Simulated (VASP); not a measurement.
# Ga25N23 (a cell with a defect) in VASP: notebook

Runs on Ga25N23 (a cell with a defect). Level: PBE. Tasks: single point.

Program: VASP 6.6.1. These are calculated values, not measurements. Logs are shortened: lines on timing, memory, paths and dates and some standing lists are left out, and cuts for length are marked.

### 1 The cell of the first run

The cell holds a defect, 48 atoms: a = 8.302 Å, b = 8.302 Å, c = 8.302 Å, α = 84.36°, β = 84.36°, γ = 84.36°.

### 2 Single point, PBE

Contents of INCAR:

```
PREC = Accurate
ENCUT = 520
EDIFF = 1E-6
ISMEAR = 0
SIGMA = 0.01
LREAL = Auto
LASPH = True
NELM = 100
ALGO = Normal
ISIF = 2
LWAVE = False
LCHARG = False
GGA = PE
NBANDS = 250
NELECT = 442.0
```

Contents of KPOINTS:

```
regular mesh
0
Gamma
  2 2 2
```

Contents of POSCAR:

```
Ga25N23
1.0
   -3.2183708174      5.5743817732      5.2431684262
   -3.2183708173     -5.5743817732      5.2431684262
    6.4367416346      0.0000000001      5.2431684262
Ga N
25 23
Direct
    0.3193664445      0.6526997778      0.4860331111
    0.6633878921      0.5006406812      0.3327542054
    1.0098200142      0.8365838688      0.6659578603
    0.1673073479      0.4994208721      0.8300545587
    0.5032505355      0.8326245270      0.1764866809
    0.1660875388      0.9967212254      0.3339740145
    0.4992911936      0.3431533475      0.6699172021
    0.8375281564      0.6653407573      1.0001102012
    0.8334435345      0.1708614898      0.4986740906
    0.3320074240      0.1667768679      1.0041948231
    0.6596436594      0.9929769927      0.8263103261
    0.9987614846      0.3320948179      0.1654281512
    0.6931487842      0.8389285299      0.4887778548
    0.9995489914      0.6639193638      0.3231332629
    0.3221111881      1.0264821176      0.6722618632
    0.5055951965      0.6554445214      0.8598154509
    0.8379095944      0.9999367274      0.1576244999
    0.4987151331      0.1624161377      0.3402767493
    0.8290828043      0.5069434159      0.6653817998
    0.1736100826      0.8320484665      0.9957494710
    0.1564665963      0.3328823247      0.4972526972
    0.6666033941      0.3242911666      1.0045762611
    0.9909578333      0.1712429277      0.8332700607
    0.3305860305      0.4897999296      0.1662156580
    0.4593878149      0.7927211483      0.6260544816
    0.8014738770      0.6180162071      0.4490215750
    0.1168262044      0.9686975708      0.7997308752
    0.2846828737      0.6156882417      0.9681405437
    0.6353642375      0.9663975419      0.2834928711
    0.2823549083      0.1348072103      0.4513495404
    0.6330642085      0.4501595378      0.8020309042
    0.9642613088      0.7925829734      0.1194393654
    0.9527726988      0.2975946422      0.6259163067
    0.4592496401      0.2861060321      0.1309279755
    0.7887088489      0.1220421823      0.9553755156
    0.1231847541      0.4565180875      0.2898514208
    0.4570588394      0.6165796589      0.2791525911
    0.7921533573      0.4563806668      0.1252850653
    0.1124859245      0.7903921728      0.4499129923
    0.2832463256      0.4458192578      0.6237255061
    0.6329476370      0.7919575869      0.9744768767
    0.2949163847      0.9566700760      0.1268590305
    0.6233367427      0.2935256972      0.4615830514
    0.9601923639      0.6282497180      0.7900034093
    0.9586183986      0.1254866906      0.2897140001
    0.4586242536      0.1411435434      0.7996143036
    0.8078102100      0.9662809703      0.6252909203
    0.1230473334      0.2919517319      0.9588200239
```

Potentials or basis: VASP PAW PBE potentials, release 64 (Ga_d, N).

Run with:

```
$ cat potpaw_PBE.64/Ga_d/POTCAR potpaw_PBE.64/N/POTCAR > POTCAR
$ mpirun -np 1 vasp_std > vasp.out
```

OUTCAR:

```text
PREC = Accurate
   ENCUT = 520
   EDIFF = 1E-6
   ISMEAR = 0
   LREAL = Auto
   LASPH = True
   NELM = 100
   ISIF = 2
   GGA = PE
   NELECT = 442.0

 ion  position               nearest neighbor table
   1  0.319  0.653  0.486-  37 2.00  39 2.00  40 2.00  25 2.20
   2  0.663  0.501  0.333-  37 1.95  26 1.95  43 1.97  38 1.98
   3  0.010  0.837  0.666-  47 1.94  27 1.96  39 1.96  44 1.98
   4  0.167  0.499  0.830-  40 1.95  28 1.95  44 1.97  48 1.98
   5  0.503  0.833  0.176-  41 1.94  29 1.96  37 1.96  42 1.98
   6  0.166  0.997  0.334-  39 1.95  30 1.95  42 1.97  45 1.98
[... 40 lines left out ...]
  47  0.808  0.966  0.625-   9 1.93   3 1.94  13 1.99  11 1.99
  48  0.123  0.292  0.959-  12 1.95  10 1.98   4 1.98  23 1.98

  LATTYP: Found a trigonal (rhomboedric) cell.
 ALAT       =     8.3019550720
 COS(alpha) =     0.0982987825

  Lattice vectors:

 A1 = (  -3.2183708174,   5.5743817732,   5.2431684262)
 A2 = (  -3.2183708173,  -5.5743817732,   5.2431684262)
 A3 = (   6.4367416346,   0.0000000001,   5.2431684262)

Analysis of symmetry for initial positions (statically):
=====================================================================
 Subroutine PRICEL returns:
 Original cell was already a primitive cell.

 Routine SETGRP: Setting up the symmetry group for a
 trigonal (rhombohedral) supercell.

 Subroutine GETGRP returns: Found  3 space group operations
 (whereof  1 operations were pure point group operations)
 out of a pool of 12 trial point group operations.

The static configuration has the point symmetry C_1 .
 The point group associated with its full space group is C_3 .

Analysis of symmetry for dynamics (positions and initial velocities):
=====================================================================
 Subroutine PRICEL returns:
 Original cell was already a primitive cell.

 Routine SETGRP: Setting up the symmetry group for a
 trigonal (rhombohedral) supercell.

 Subroutine GETGRP returns: Found  3 space group operations
 (whereof  1 operations were pure point group operations)
 out of a pool of 12 trial point group operations.

The dynamic configuration has the point symmetry C_1 .
 The point group associated with its full space group is C_3 .

 Subroutine INISYM returns: Found  3 space group operations
 (whereof  1 operations are pure point group operations),
 and found     1 'primitive' translations

----------------------------------------------------------------------------------------

                                     Primitive cell

  volume of cell :     564.3881

  direct lattice vectors                    reciprocal lattice vectors
    -3.218370817  5.574381773  5.243168426    -0.051786036  0.089696045  0.063574790
    -3.218370817 -5.574381773  5.243168426    -0.051786036 -0.089696045  0.063574790
     6.436741635  0.000000000  5.243168426     0.103572072  0.000000000  0.063574790

  length of vectors
     8.301955072  8.301955072  8.301955072     0.121527478  0.121527478  0.121527478

  position of ions in fractional coordinates (direct lattice)
     0.319366444  0.652699778  0.486033111
     0.663387892  0.500640681  0.332754205
     0.009820014  0.836583869  0.665957860
     0.167307348  0.499420872  0.830054559
     0.503250536  0.832624527  0.176486681
     0.166087539  0.996721225  0.333974015
[... 40 lines left out ...]
     0.807810210  0.966280970  0.625290920
     0.123047333  0.291951732  0.958820024

  ion indices of the primitive-cell ions
   primitive index   ion index
                 1           1
                 2           2
                 3           3
                 4           4
                 5           5
                 6           6
[... 40 lines left out ...]
                47          47
                48          48

----------------------------------------------------------------------------------------

 KPOINTS: regular mesh

Automatic generation of k-mesh.
 Grid dimensions read from file:
 generate k-points for:    2    2    2

 Generating k-lattice:

  Cartesian coordinates                     Fractional coordinates (reciprocal lattice)
    -0.025893018  0.044848023  0.031787395     0.500000000 -0.000000000  0.000000000
    -0.025893018 -0.044848023  0.031787395     0.000000000  0.500000000  0.000000000
     0.051786036  0.000000000  0.031787395     0.000000000  0.000000000  0.500000000

  Length of vectors
     0.060763739  0.060763739  0.060763739

  Shift w.r.t. Gamma in fractional coordinates (k-lattice)
     0.000000000  0.000000000  0.000000000

 Subroutine IBZKPT returns following result:
 ===========================================

 Found      4 irreducible k-points:

 Following reciprocal coordinates:
            Coordinates               Weight
  0.000000  0.000000  0.000000      1.000000
  0.500000  0.000000 -0.000000      3.000000
  0.500000  0.500000 -0.000000      3.000000
  0.500000  0.500000  0.500000      1.000000
[... 30 lines left out ...]
   NUPDOWN=      -1.0000    fix difference up-down
   EMIN   =  10.00;   EMAX   =-10.00  energy-range for DOS
   EFERMI =   0.00;   METHOD = LEGACY
   ISMEAR =     0;   SIGMA  =   0.01  broadening in eV -4-tet -1-fermi 0-gaus
   EFERMI_NEDOS =   21; number of points for ismear=-14 and -15
   IALGO  =     38    algorithm
   IMIX   =      4    mixing-type and parameters
     AMIX     =   0.40;   BMIX     =  1.00
     AMIX_MAG =   1.60;   BMIX_MAG =  1.00
  volume/ion in A,a.u.               =      11.76        79.35
  Fermi-wavevector in a.u.,A,eV,Ry     =   1.509001  2.851599 30.981625  2.277085
  Thomas-Fermi vector in A             =   2.619381
   LORBIT       =      0    0 simple, 1 ext, 2 COOP (PROOUT), +10 PAW based schemes
   GGA     = PE    functional components
   LHFCALC =     F    Hartree Fock is set to
   AEXX    =    0.0000 exact exchange contribution
   IVDW    =     0    specifies the selected vdW correction
   LEPSILON=     F    determine dielectric tensor
   LRPA    =     F    only Hartree local field effects (RPA)
 non-spin polarized calculation
 Gauss-broadening in eV      SIGMA  =   0.01
  energy-cutoff  :      520.00
  volume of cell :      564.39
 maximum number of plane-waves:     15230
 NGX is ok and might be reduce to    64
   NGX = 31   NGY = 31   NGZ = 31

 number of electron     441.9999995 magnetization

 Free energy of the ion-electron system (eV)
  ---------------------------------------------------
  ext. energy  EPLUGINS =         0.00000000
  ---------------------------------------------------
  free energy    TOTEN  =      -266.12848299 eV

  energy without entropy =     -266.12848299  energy(sigma->0) =     -266.12848299

 E-fermi :   6.9755     XC(G=0): -11.6599

 val. band max:        6.8942022167   @ k =   0.0000   0.0000   0.0000
 cond. band min:       7.0618801617   @ k =   0.0000   0.0000   0.0000
 fundamental gap:      0.1676779449
 Fermi energy:         6.9755308421

 k-point     1 :       0.0000    0.0000    0.0000
  band No.  band energies     occupation
      1     -10.7416      2.00000
      2     -10.0548      2.00000
      3     -10.0477      2.00000
      4     -10.0477      2.00000
      5      -9.9980      2.00000
      6      -9.9980      2.00000
[... 225 lines left out ...]
    232      10.2027      0.00000
    233      10.4948      0.00000

 k-point     2 :       0.5000    0.0000   -0.0000
  band No.  band energies     occupation
      1     -10.5469      2.00000
      2     -10.4282      2.00000
      3     -10.0128      2.00000
      4     -10.0116      2.00000
      5      -9.9624      2.00000
      6      -9.9495      2.00000
[... 225 lines left out ...]
    232      10.3193      0.00000
    233      10.3335      0.00000

 k-point     3 :       0.5000    0.5000   -0.0000
  band No.  band energies     occupation
      1     -10.3774      2.00000
      2     -10.3273      2.00000
      3     -10.2869      2.00000
      4     -10.1614      2.00000
      5      -9.9745      2.00000
      6      -9.9494      2.00000
[... 225 lines left out ...]
    232      10.2400      0.00000
    233      10.3096      0.00000

 k-point     4 :       0.5000    0.5000    0.5000
  band No.  band energies     occupation
      1     -10.2865      2.00000
      2     -10.2059      2.00000
      3     -10.1623      2.00000
      4     -10.1623      2.00000
      5     -10.1500      2.00000
      6     -10.0935      2.00000
[... 225 lines left out ...]
    232       9.8959      0.00000
    233      10.0017      0.00000
 [bands above 233 left out]

------------------------ aborting loop because EDIFF is reached ----------------------------------------

  FORCE on cell =-STRESS in cart. coord.  units (eV):
  Direction    XX          YY          ZZ          XY          YZ          ZX
  --------------------------------------------------------------------------------------
  -------------------------------------------------------------------------------------
  Total       44.4779785     44.4779785     46.5922207     -0.0000005      0.0000000     -0.0000000
  in kB      126.2634852    126.2634852    132.2653675     -0.0000015      0.0000000     -0.0000000
  external PRESSURE =     128.2641126 kB  Pullay stress =       0.0000000 kB

 VOLUME and BASIS-vectors are now :
 -----------------------------------------------------------------------------
  energy-cutoff  :      520.00
  volume of cell :      564.39
      direct lattice vectors                 reciprocal lattice vectors
    -3.218370817  5.574381773  5.243168426    -0.051786036  0.089696045  0.063574790
    -3.218370817 -5.574381773  5.243168426    -0.051786036 -0.089696045  0.063574790
     6.436741635  0.000000000  5.243168426     0.103572072  0.000000000  0.063574790

 POSITION                                       TOTAL-FORCE (eV/Angst)
 -----------------------------------------------------------------------------------
     -0.00000     -1.85813      7.64506        -0.000000      0.000000      0.016282
     -1.60442      0.90722      7.84788         0.000017     -0.003829      0.000410
      1.56256     -4.60870      7.92957        -0.000485     -0.006482     -0.003728
      3.19707     -1.85133      7.84788        -0.003325      0.001900      0.000410
     -3.16334     -1.83606      7.92957        -0.005371      0.003661     -0.003728
     -1.59265     -4.63027      7.84788         0.003307      0.001930      0.000410
[... 40 lines left out ...]
     -1.68485     -0.88338     12.58036        -0.018159      0.008206      0.011554
      4.83606     -0.94154      7.20316         0.001718     -0.002932     -0.000566
 -----------------------------------------------------------------------------------
    total drift:                                0.000219      0.000309      0.009687

  FREE ENERGIE OF THE ION-ELECTRON SYSTEM (eV)
  ---------------------------------------------------
  free  energy   TOTEN  =      -266.1284829949 eV

  energy  without entropy=     -266.1284829949  energy(sigma->0) =     -266.12848299
```

Run time: 23 min. Hardware: 1 thread of Intel Xeon Platinum 8488C (Sapphire Rapids), shared host; peak memory 0.76 GiB.

Results:

```yaml
Free_energy: -266.1285 eV
Largest_force: 0.031 eV/Å
```

Forces in eV/Å, atoms in the order of the input:
```
Ga   0.000  0.000  0.016
Ga   0.000 -0.004  0.000
Ga   0.000 -0.006 -0.004
Ga  -0.003  0.002  0.000
Ga  -0.005  0.004 -0.004
Ga   0.003  0.002  0.000
Ga   0.006  0.003 -0.004
Ga  -0.001 -0.014 -0.001
Ga   0.012  0.006 -0.001
Ga  -0.011  0.007 -0.001
Ga   0.000  0.000 -0.031
Ga   0.000  0.000  0.000
Ga   0.008 -0.006 -0.013
Ga   0.000 -0.005  0.010
Ga   0.001  0.010 -0.013
Ga  -0.009 -0.004 -0.013
Ga  -0.007 -0.004 -0.006
Ga   0.007  0.005  0.004
Ga   0.001 -0.008  0.004
Ga  -0.008  0.004  0.004
Ga   0.005  0.003  0.010
Ga   0.000  0.008 -0.006
Ga   0.007 -0.004 -0.006
Ga  -0.005  0.002  0.010
Ga   0.000  0.000  0.023
N   -0.008  0.004  0.001
N   -0.002 -0.002  0.006
N    0.008  0.005  0.001
N    0.000  0.003  0.006
N    0.000 -0.009  0.001
N    0.002 -0.001  0.006
N    0.007  0.002  0.002
N   -0.006  0.005  0.002
N   -0.002 -0.008  0.002
N    0.000  0.000  0.018
N    0.000  0.000 -0.005
N    0.001  0.003 -0.018
N    0.002  0.003 -0.001
N   -0.003 -0.001 -0.018
N    0.002 -0.002 -0.018
N    0.016  0.012  0.012
N    0.002 -0.002  0.002
N   -0.002 -0.001  0.002
N    0.000  0.003  0.002
N   -0.003  0.000 -0.001
N    0.002 -0.020  0.012
N   -0.018  0.008  0.012
N    0.002 -0.003 -0.001
```

Caveat: the cell carries a net charge on a neutralising background, which shifts energy and pressure; the cell is charged against a uniform background, so pressure and absolute levels hang on convention.

### 3 Single point, PBE

Contents of INCAR:

```
SYSTEM = Ga25N23
PREC = Accurate
ENCUT = 520
EDIFF = 1E-7
ISMEAR = 0
SIGMA = 0.01
LREAL = Auto
LASPH = .TRUE.
NELM = 80
ALGO = Normal
ISIF = 2
LWAVE = .FALSE.
LCHARG = .FALSE.
GGA = PE
NELECT = 442.0
NBANDS = 250
```

Contents of KPOINTS:

```
Automatic mesh
0
Gamma
  2 2 2
  0.5 0.5 0.5
```

Contents of POSCAR:

```
Ga25N23
1.0
   -3.2183708023      5.5743817471     -5.2431683749
    6.4367416045      0.0000000001     -5.2431683749
   -3.2183708022     -5.5743817471     -5.2431683749
Ga N
25 23
Direct
    0.0137236529      0.1803903196      0.3470569862
    0.6699040232      0.3327355820      0.5006373000
    0.3236512361     -0.0031405041      0.1673738396
    0.1673039666      0.8365706899      0.4994022487
    0.8340405062      0.4903179028      0.1635261626
    0.4998376911      0.6624624736      0.3347160567
    0.1660689153      0.3339706333      0.0032373565
    0.8301928292      0.0007071729      0.6569845694
    0.4957958069      0.1680493900      0.8331710244
    0.0013827233      0.6665043577      0.8291291403
    0.6738653924      0.8405320591      0.0071987258
    0.3345982552      0.5012649219      0.6679315885
    0.0116233124      0.8066207866      0.1611102395
    0.6399541199     -0.0055564272      0.3449566457
    0.3424679305      0.6621485056      0.0000917822
    0.1768055156      0.5002645174      0.3360863392
    0.8277769062      0.1782899790     -0.0267125467
    0.5042456980      0.3263983502      0.1679305714
    0.1597316836      0.0012639047      0.8375790314
    0.8345972380      0.6709123647      0.4930650169
    0.4954818389      0.8334251156      0.6758012638
    0.0027530059      0.3434721823      0.6669311840
    0.6667584489      0.5091345972      0.8288151722
    0.3335978507      0.1694196726      0.5101388490
    0.8735034404      0.0401701071      0.2068367738
    0.5319267043      0.2151548189      0.3842680421
    0.2164541452      0.8647720079      0.0337193850
    0.0509347087      0.6985933709      0.3818214855
    0.7003860516      0.3831208118      0.0314386745
    0.3804796736      0.5357183770      0.2074522339
    0.0484881522      0.2176013754      0.8652600376
    0.6981053412      0.8670527183      0.5497874785
    0.3690517104      0.0407855672      0.7138130070
    0.8741189006      0.5471463403      0.7023850437
    0.5447464312      0.7114130979      0.8780797646
    0.2101673803      0.3768340470      0.5435007137
    0.2205141833      0.0430377596      0.3832854413
    0.8763710930      0.2166187747      0.5538475166
    0.5255343206      0.8671106841      0.2081410588
    0.3747379989      0.7078886355      0.5436869810
    0.0499521080      0.3871808499      0.2097044263
    0.7099651597      0.5398187523      0.3717578381
    0.3731520856      0.2050911714      0.0432984930
    0.0384245047      0.8766318263      0.7064854189
    0.7004440174      0.0414743922      0.8588676539
    0.2103536477      0.5414046656      0.8745553022
    0.8748077255      0.6922009873      0.0337773508
    0.5412219689      0.3770203144      0.7080713323
```

Potentials or basis: VASP PAW PBE potentials, release 64 (Ga_d, N).

Run with:

```
$ cat potpaw_PBE.64/Ga_d/POTCAR potpaw_PBE.64/N/POTCAR > POTCAR
$ mpirun -np 1 vasp_std > vasp.out
```

It took 29 min on 1 thread of Oxide Virtual Turin-like, shared host; peak memory 0.63 GiB.

The run converged. Its results:

* Free energy: -266.1893 eV
* Largest force: 0.027 eV/Å

Forces in eV/Å, atoms in the order of the input:
```
Ga   0.000  0.000  0.027
Ga  -0.003  0.005  0.005
Ga  -0.004 -0.001  0.003
Ga   0.006  0.001  0.005
Ga   0.001  0.004  0.003
Ga   0.010  0.007  0.001
Ga  -0.002 -0.005  0.005
Ga   0.003 -0.003  0.003
Ga  -0.011  0.005  0.001
Ga   0.001 -0.012  0.001
Ga   0.000  0.000 -0.017
Ga   0.000  0.000  0.000
Ga   0.017 -0.008 -0.005
Ga  -0.001  0.019 -0.005
Ga   0.004  0.005 -0.007
Ga   0.009  0.001  0.003
Ga  -0.016 -0.010 -0.005
Ga  -0.004  0.002  0.002
Ga   0.000 -0.005  0.002
Ga   0.004  0.003  0.002
Ga  -0.006  0.001 -0.007
Ga  -0.003 -0.008  0.003
Ga   0.002 -0.006 -0.007
Ga  -0.005  0.007  0.003
Ga   0.000  0.000 -0.006
N    0.004 -0.018 -0.002
N   -0.009  0.008  0.004
N   -0.017  0.005 -0.002
N    0.012  0.004  0.004
N   -0.001 -0.006  0.001
N    0.013  0.012 -0.002
N   -0.002 -0.012  0.004
N    0.006  0.002  0.001
N   -0.005  0.004  0.001
N    0.000  0.000  0.012
N    0.000  0.000 -0.002
N   -0.003  0.000 -0.015
N    0.002 -0.002 -0.015
N   -0.003 -0.016  0.007
N   -0.003 -0.002 -0.001
N    0.001  0.003 -0.015
N   -0.001 -0.003  0.000
N    0.003  0.001  0.000
N   -0.002  0.002  0.000
N    0.015  0.005  0.007
N    0.000  0.004 -0.001
N   -0.012  0.010  0.007
N    0.003 -0.001 -0.001
```

Levels at points of the mesh, in eV from the Fermi level:
```tsv
k point	band 218	band 219	band 220	band 221	band 222	band 223	band 224	band 225
(0.25, 0.25, 0.25)	-2.15	-0.43	-0.12	-0.05	1.37	2.09	2.28	2.31
```

Caveat: the cell carries a net charge on a neutralising background, which shifts energy and pressure; the cell is charged against a uniform background, so pressure and absolute levels hang on convention.
